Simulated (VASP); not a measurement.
# NaHgF3 (P4/mmm) in VASP: further runs

NaHgF3 is run at these levels: r2SCAN; tasks: single point.

All numbers are computed with VASP 6.6.1; they aren't measurements. Logs are shortened: lines on timing, memory, paths and dates and some standing lists are left out, and cuts for length are marked.

## 1. The cell of the first run

Symmetry: P4/mmm, No. 123, tetragonal system. The conventional cell has a = 4.409 Å, b = 4.409 Å, c = 4.568 Å, α = 90.00°, β = 90.00°, γ = 90.00°. Within 4.1 Å of Na (site symmetry 4/mmm) lie 12 F at 3.12 to 3.17 Å and 8 Hg at 3.86 Å. Hg (site symmetry 4/mmm) has 6 F at 2.20 to 2.28 Å within 2.9 Å. F (site symmetry 4/mmm) has 2 Hg at 2.28 Å and 4 Na at 3.12 Å and 8 F at 3.17 Å within 3.2 Å. Within 2.9 Å of F (site symmetry mmm) lie 2 Hg at 2.20 Å.

## 2. Single point, r2SCAN (epitaxial xy strain -2.0%)

File POSCAR:

```
NaHgF3
1.0
    4.4088439997      0.0000000000      0.0000000000
    0.0000000000      4.4088439997      0.0000000000
    0.0000000000      0.0000000000      4.5684911162
Na Hg F
1 1 3
Direct
    0.0000000000      0.0000000000      0.0000000000
    0.5000000000      0.5000000000      0.5000000000
    0.5000000000      0.5000000000      0.0000000000
    0.5000000000      0.0000000000      0.5000000000
    0.0000000000      0.5000000000      0.5000000000
```

File INCAR.step1:

```
PREC     = Accurate       # precision mode
ENCUT    = 520            # plane-wave cutoff, eV
ISMEAR   = -1             # smearing method
SIGMA    = 0.02           # smearing width, eV
LREAL    = F              # projectors in reciprocal space
LASPH    = T              # aspherical terms in the spheres
NELM     = 100            # most SCF steps
NBANDS   = 28             # bands
GGA      = PE             # functional
ALGO     = Normal         # electronic algorithm
EDIFF    = 1E-4           # SCF threshold, eV
LWAVE    = T              # write WAVECAR
LCHARG   = F              # write CHGCAR
```

File INCAR.step2:

```
PREC     = Accurate       # precision mode
ENCUT    = 520            # plane-wave cutoff, eV
EDIFF    = 1E-7           # SCF threshold, eV
ISMEAR   = -1             # smearing method
SIGMA    = 0.02           # smearing width, eV
LREAL    = F              # projectors in reciprocal space
LASPH    = T              # aspherical terms in the spheres
NELM     = 100            # most SCF steps
ALGO     = Normal         # electronic algorithm
ISIF     = 2              # what is computed and relaxed
LWAVE    = F              # write WAVECAR
LCHARG   = F              # write CHGCAR
METAGGA  = R2SCAN         # meta-GGA
LMIXTAU  = T            
NBANDS   = 28             # bands
ISTART   = 1
```

File KPOINTS:

```
Automatic mesh
0
Gamma
  6 6 6
```

Potentials or basis: VASP PAW PBE potentials, release 64 (Na_pv, Hg, F).

Started as:

```
$ cat potpaw_PBE.64/Na_pv/POTCAR potpaw_PBE.64/Hg/POTCAR potpaw_PBE.64/F/POTCAR > POTCAR
$ cp INCAR.step1 INCAR
$ mpirun -np 1 vasp_std > vasp.out
$ cp INCAR.step2 INCAR
$ mpirun -np 1 vasp_std > vasp.out
```

OUTCAR:

```text
PREC = Accurate
   ENCUT = 520
   EDIFF = 1E-7
   ISMEAR = -1
   LREAL = F
   LASPH = T
   NELM = 100
   ISIF = 2
   METAGGA = R2SCAN
   ISTART = 1

 ion  position               nearest neighbor table
   1  0.000  0.000  0.000-
   2  0.500  0.500  0.500-   4 2.20   5 2.20   4 2.20   5 2.20   3 2.28   3 2.28
   3  0.500  0.500  0.000-   2 2.28   2 2.28
   4  0.500  0.000  0.500-   2 2.20   2 2.20
   5  0.000  0.500  0.500-   2 2.20   2 2.20

  LATTYP: Found a simple tetragonal cell.
 ALAT       =     4.4088439997
 C/A-ratio  =     1.0362106522

  Lattice vectors:

 A1 = (   4.4088439997,   0.0000000000,   0.0000000000)
 A2 = (   0.0000000000,   4.4088439997,   0.0000000000)
 A3 = (   0.0000000000,   0.0000000000,   4.5684911162)

Analysis of symmetry for initial positions (statically):
=====================================================================
 Subroutine PRICEL returns:
 Original cell was already a primitive cell.

 Routine SETGRP: Setting up the symmetry group for a
 simple tetragonal supercell.

 Subroutine GETGRP returns: Found 16 space group operations
 (whereof 16 operations were pure point group operations)
 out of a pool of 16 trial point group operations.

The static configuration has the point symmetry D_4h.

Analysis of symmetry for dynamics (positions and initial velocities):
=====================================================================
 Subroutine PRICEL returns:
 Original cell was already a primitive cell.

 Routine SETGRP: Setting up the symmetry group for a
 simple tetragonal supercell.

 Subroutine GETGRP returns: Found 16 space group operations
 (whereof 16 operations were pure point group operations)
 out of a pool of 16 trial point group operations.

The dynamic configuration has the point symmetry D_4h.

 Subroutine INISYM returns: Found 16 space group operations
 (whereof 16 operations are pure point group operations),
 and found     1 'primitive' translations

----------------------------------------------------------------------------------------

                                     Primitive cell

  volume of cell :      88.8019

  direct lattice vectors                    reciprocal lattice vectors
     4.408844000  0.000000000  0.000000000     0.226816825  0.000000000  0.000000000
     0.000000000  4.408844000  0.000000000     0.000000000  0.226816825  0.000000000
     0.000000000  0.000000000  4.568491116     0.000000000  0.000000000  0.218890652

  length of vectors
     4.408844000  4.408844000  4.568491116     0.226816825  0.226816825  0.218890652

  position of ions in fractional coordinates (direct lattice)
     0.000000000  0.000000000  0.000000000
     0.500000000  0.500000000  0.500000000
     0.500000000  0.500000000  0.000000000
     0.500000000  0.000000000  0.500000000
     0.000000000  0.500000000  0.500000000

  ion indices of the primitive-cell ions
   primitive index   ion index
                 1           1
                 2           2
                 3           3
                 4           4
                 5           5

----------------------------------------------------------------------------------------

 KPOINTS: Automatic mesh

Automatic generation of k-mesh.
 Grid dimensions read from file:
 generate k-points for:    6    6    6

 Generating k-lattice:

  Cartesian coordinates                     Fractional coordinates (reciprocal lattice)
     0.037802804  0.000000000  0.000000000     0.166666667  0.000000000  0.000000000
     0.000000000  0.037802804  0.000000000     0.000000000  0.166666667  0.000000000
     0.000000000  0.000000000  0.036481775     0.000000000  0.000000000  0.166666667

  Length of vectors
     0.037802804  0.037802804  0.036481775

  Shift w.r.t. Gamma in fractional coordinates (k-lattice)
     0.000000000  0.000000000  0.000000000

 Subroutine IBZKPT returns following result:
 ===========================================

 Found     40 irreducible k-points:

 Following reciprocal coordinates:
            Coordinates               Weight
  0.000000  0.000000  0.000000      1.000000
  0.166667  0.000000  0.000000      4.000000
  0.333333  0.000000  0.000000      4.000000
  0.500000  0.000000  0.000000      2.000000
  0.166667  0.166667  0.000000      4.000000
  0.333333  0.166667  0.000000      8.000000
[... 16 lines left out ...]
  0.333333  0.000000  0.333333      8.000000
  0.500000  0.000000  0.333333      4.000000
 [... further k-points ...]
   k-points           NKPTS =     40   k-points in BZ     NKDIM =     40   number of bands    NBANDS=     28
   number of dos      NEDOS =    301   number of ions     NIONS =      5
   total plane-waves  NPLWV =  46656
   dimension x,y,z NGX =    36 NGY =   36 NGZ =   36
   dimension x,y,z NGXF=    72 NGYF=   72 NGZF=   72
   ions per type =               1   1   3
   NGX,Y,Z   is equivalent  to a cutoff of  13.57, 13.57, 13.10 a.u.
   NGXF,Y,Z  is equivalent  to a cutoff of  27.15, 27.15, 26.20 a.u.
 SYSTEM =  unknown system
   PREC   = accura    normal or accurate (medium, high low for compatibility)
   ISTART =      1    job   : 0-new  1-cont  2-samecut
   ICHARG =      0    charge: 1-file 2-atom 10-const
   ISPIN  =      1    spin polarized calculation?
   LNONCOLLINEAR =      F non collinear calculations
   LSORBIT =      F    spin-orbit coupling
   LASPH  =      T    aspherical Exc in radial PAW
   ENCUT  =  520.0 eV  38.22 Ry    6.18 a.u.   8.20  8.20  8.49*2*pi/ulx,y,z
   NELM   =    100;   NELMIN=  2; NELMDL=  0     # of ELM steps
   EDIFF  = 0.1E-06   stopping-criterion for ELM
   LREAL  =      F    real-space projection
   EDIFFG = 0.1E-05   stopping-criterion for IOM
   NSW    =      0    number of steps for IOM
   IBRION =     -1    ionic relax: 0-MD 1-quasi-New 2-CG
   NFREE  =      0    steps in history (QN), initial steepest desc. (CG)
   ISIF   =      2    stress and relaxation
   ISYM   =      2    0-nonsym 1-usesym 2-fastsym
   POTIM  = 0.5000    time-step for ionic-motion
   TEBEG  =    0.0;   TEEND  =   0.0 temperature during run
   PSTRESS=    0.0 pullay stress
   NELECT =      40.0000    total number of electrons
   NUPDOWN=      -1.0000    fix difference up-down
   EMIN   =  10.00;   EMAX   =-10.00  energy-range for DOS
   EFERMI =   0.00;   METHOD = LEGACY
   ISMEAR =    -1;   SIGMA  =   0.02  broadening in eV -4-tet -1-fermi 0-gaus
   EFERMI_NEDOS =   21; number of points for ismear=-14 and -15
   IALGO  =     38    algorithm
   IMIX   =      4    mixing-type and parameters
     AMIX     =   0.40;   BMIX     =  1.00
     AMIX_MAG =   1.60;   BMIX_MAG =  1.00
  volume/ion in A,a.u.               =      17.76       119.85
  Fermi-wavevector in a.u.,A,eV,Ry     =   1.254934  2.371481 21.427248  1.574858
  Thomas-Fermi vector in A             =   2.388715
   LORBIT       =      0    0 simple, 1 ext, 2 COOP (PROOUT), +10 PAW based schemes
   METAGGA = R2SCAN    functional components
   LHFCALC =     F    Hartree Fock is set to
   AEXX    =    0.0000 exact exchange contribution
   IVDW    =     0    specifies the selected vdW correction
   LEPSILON=     F    determine dielectric tensor
   LRPA    =     F    only Hartree local field effects (RPA)
 non-spin polarized calculation
  energy-cutoff  :      520.00
  volume of cell :       88.80
 maximum number of plane-waves:      2432
 NGX is ok and might be reduce to    36
   NGX = 17   NGY = 17   NGZ = 17

 number of electron      40.0000003 magnetization

 Free energy of the ion-electron system (eV)
  ---------------------------------------------------
  ext. energy  EPLUGINS =         0.00000000
  ---------------------------------------------------
  free energy    TOTEN  =       -71.61176680 eV

  energy without entropy =      -71.61176679  energy(sigma->0) =      -71.61176679

 E-fermi :  -0.4005     XC(G=0):  -8.7703

 val. band max:       -0.7371848282   @ k =   0.5000   0.5000   0.5000
 cond. band min:      -0.0994985285   @ k =   0.0000   0.0000   0.0000
 fundamental gap:      0.6376862997
 Fermi energy:        -0.4005284776

 k-point     1 :       0.0000    0.0000    0.0000
  band No.  band energies     occupation
      1     -25.2550      2.00000
      2     -25.2499      2.00000
      3     -25.2499      2.00000
      4     -24.3683      2.00000
      5     -24.1493      2.00000
      6     -23.8086      2.00000
[... 20 lines left out ...]
     27       9.6273      0.00000
     28      13.3542      0.00000

 k-point     2 :       0.1667    0.0000    0.0000
  band No.  band energies     occupation
      1     -25.2549      2.00000
      2     -25.2517      2.00000
      3     -25.2499      2.00000
      4     -24.3402      2.00000
      5     -24.1467      2.00000
      6     -23.8096      2.00000
[... 20 lines left out ...]
     27      11.0764      0.00000
     28      12.2766      0.00000

 k-point     3 :       0.3333    0.0000    0.0000
  band No.  band energies     occupation
      1     -25.2553      2.00000
      2     -25.2548      2.00000
      3     -25.2497      2.00000
      4     -24.2840      2.00000
      5     -24.1403      2.00000
      6     -23.8124      2.00000
[... 20 lines left out ...]
     27      10.9922      0.00000
     28      11.4872      0.00000

 k-point     4 :       0.5000    0.0000    0.0000
  band No.  band energies     occupation
      1     -25.2570      2.00000
      2     -25.2547      2.00000
      3     -25.2497      2.00000
      4     -24.2566      2.00000
      5     -24.1357      2.00000
      6     -23.8146      2.00000
[... 578 lines left out ...]
     27      11.0195      0.00000
     28      11.2871      0.00000

 k-point    23 :       0.3333    0.0000    0.3333
  band No.  band energies     occupation
      1     -25.2582      2.00000
      2     -25.2535      2.00000
      3     -25.2496      2.00000
      4     -24.2687      2.00000
      5     -24.1382      2.00000
      6     -23.7728      2.00000
[... 20 lines left out ...]
     27      11.0399      0.00000
     28      11.9575      0.00000

 k-point    24 :       0.5000    0.0000    0.3333
  band No.  band energies     occupation
      1     -25.2574      2.00000
      2     -25.2548      2.00000
      3     -25.2496      2.00000
      4     -24.2462      2.00000
      5     -24.1320      2.00000
      6     -23.7723      2.00000
[... 20 lines left out ...]
     27      10.7710      0.00000
     28      11.5037      0.00000

 [... further k-points ...]
[... 5 lines left out ...]
  --------------------------------------------------------------------------------------
  -------------------------------------------------------------------------------------
  Total        1.8095260      1.8095260      0.2383800      0.0000000      0.0000000      0.0000000
  in kB       32.6477435     32.6477435      4.3008888      0.0000000      0.0000000      0.0000000
  external PRESSURE =      23.1987919 kB  Pullay stress =       0.0000000 kB

 VOLUME and BASIS-vectors are now :
 -----------------------------------------------------------------------------
  energy-cutoff  :      520.00
  volume of cell :       88.80
      direct lattice vectors                 reciprocal lattice vectors
     4.408844000  0.000000000  0.000000000     0.226816825  0.000000000  0.000000000
     0.000000000  4.408844000  0.000000000     0.000000000  0.226816825  0.000000000
     0.000000000  0.000000000  4.568491116     0.000000000  0.000000000  0.218890652

 POSITION                                       TOTAL-FORCE (eV/Angst)
 -----------------------------------------------------------------------------------
      0.00000      0.00000      0.00000         0.000000      0.000000      0.000000
      2.20442      2.20442      2.28425         0.000000      0.000000      0.000000
      2.20442      2.20442      0.00000         0.000000      0.000000      0.000000
      2.20442      0.00000      2.28425         0.000000      0.000000      0.000000
      0.00000      2.20442      2.28425         0.000000      0.000000      0.000000
 -----------------------------------------------------------------------------------
    total drift:                                0.000000      0.000000      0.000000

  FREE ENERGIE OF THE ION-ELECTRON SYSTEM (eV)
  ---------------------------------------------------
  free  energy   TOTEN  =       -71.6117667956 eV

  energy  without entropy=      -71.6117667938  energy(sigma->0) =      -71.61176679
```

It took 3 min on 1 thread of AMD EPYC 9R45 (Zen 5), shared host; peak memory 0.24 GiB.

What came out:

```yaml
Free_energy: -71.6118 eV
Pressure: 2.3 GPa
Band_gap_on_the_k_mesh: 0.64 eV (least direct gap 3.77 eV)
```

Stress tensor (GPa, compression positive):
```
3.26 0.00 0.00
0.00 3.26 0.00
0.00 0.00 0.43
```

Levels at points of the mesh, in eV from the valence-band top:
```csv
k point,band 16,band 17,band 18,band 19,band 20,band 21,band 22,band 23,band 24,band 25
"(0.00, 0.00, 0.00)",-3.37,-3.37,-3.26,-3.13,-3.13,0.64,5.46,9.85,9.90,9.90
"(0.50, 0.00, 0.00)",-3.29,-3.13,-2.73,-2.72,-2.24,3.49,5.01,8.14,10.75,10.84
"(0.50, 0.50, 0.00)",-2.98,-2.72,-2.72,-2.67,0.00,5.20,6.60,6.83,6.83,10.69
"(0.00, 0.00, 0.50)",-3.36,-3.36,-2.67,-2.67,-2.24,3.13,4.82,8.16,10.80,11.20
"(0.50, 0.00, 0.50)",-2.87,-2.72,-2.71,-2.67,-0.23,4.96,6.49,6.65,6.75,11.09
"(0.50, 0.50, 0.50)",-2.68,-2.68,-2.65,-0.30,0.00,6.37,6.72,7.97,8.10,8.10
```

Caveat: the cell differs from its parent crystal (epitaxial xy strain -2.0%); the PAW data sets were made with another functional, which shifts forces and pressure a little; spin-orbit coupling is left out, which moves the levels of the heavy elements.

## 3. Single point, r2SCAN (uniaxial z strain +1.5%)

POSCAR, as its differences from that of step 2:

```diff
@@ -2,5 +2,5 @@
 1.0
-    4.4088439997      0.0000000000      0.0000000000
-    0.0000000000      4.4088439997      0.0000000000
-    0.0000000000      0.0000000000      4.5684911162
+    4.4988204079      0.0000000000      0.0000000000
+    0.0000000000      4.4988204079      0.0000000000
+    0.0000000000      0.0000000000      4.5663027140
 Na Hg F
```

File INCAR.step1:

```
SYSTEM = NaHgF3
PREC = Accurate ; ENCUT = 520
ISMEAR = 0 ; SIGMA = 0.01
LREAL = .FALSE. ; LASPH = .TRUE.
NELM = 100 ; NBANDS = 28
GGA = PE ; ALGO = Normal
EDIFF = 1E-4 ; LWAVE = .TRUE.
LCHARG = .FALSE.
```

File INCAR.step2:

```
SYSTEM = NaHgF3
PREC = Accurate ; ENCUT = 520
EDIFF = 1E-6 ; ISMEAR = 0
SIGMA = 0.01 ; LREAL = .FALSE.
LASPH = .TRUE. ; NELM = 100
ALGO = Normal ; ISIF = 2
LWAVE = .FALSE. ; LCHARG = .FALSE.
METAGGA = R2SCAN ; LMIXTAU = .TRUE.
NBANDS = 28 ; ISTART = 1
```

File KPOINTS:

```
Automatic mesh
0
G
  6 6 6
  0 0 0
```

Potentials or basis: VASP PAW PBE potentials, release 64 (Na_pv, Hg, F).

Started as:

```
$ cat potpaw_PBE.64/Na_pv/POTCAR potpaw_PBE.64/Hg/POTCAR potpaw_PBE.64/F/POTCAR > POTCAR
$ cp INCAR.step1 INCAR
$ mpirun -np 1 vasp_std > vasp.out
$ cp INCAR.step2 INCAR
$ mpirun -np 1 vasp_std > vasp.out
```

It took 3 min on 1 thread of AMD EPYC 9R45 (Zen 5), shared host; peak memory 0.24 GiB.

The run converged. Its results:

```
Free energy            : -71.6521 eV
Pressure               : -0.4 GPa
Band gap on the k mesh : 0.80 eV (least direct gap 3.60 eV)
```

Stress tensor (GPa, compression positive):
```
-0.06  0.00  0.00
 0.00 -0.06  0.00
 0.00  0.00 -1.04
```

Levels at points of the mesh, in eV from the valence-band top:
```tsv
k point	band 18	band 19	band 20	band 21	band 22	band 23
(0.00, 0.00, 0.00)	-2.86	-2.79	-2.79	0.80	5.63	10.14
(0.50, 0.00, 0.00)	-2.40	-2.40	-2.08	3.46	5.20	8.30
(0.50, 0.50, 0.00)	-2.40	-2.40	0.00	5.06	6.76	6.98
(0.00, 0.00, 0.50)	-2.37	-2.37	-2.07	3.32	5.13	8.31
(0.50, 0.00, 0.50)	-2.39	-2.36	-0.09	4.96	6.71	6.91
(0.50, 0.50, 0.50)	-2.40	-0.11	0.00	6.26	6.95	8.17
```

Caveat: the cell differs from its parent crystal (uniaxial z strain +1.5%); the PAW data sets were made with another functional, which shifts forces and pressure a little; spin-orbit coupling is left out, which moves the levels of the heavy elements.
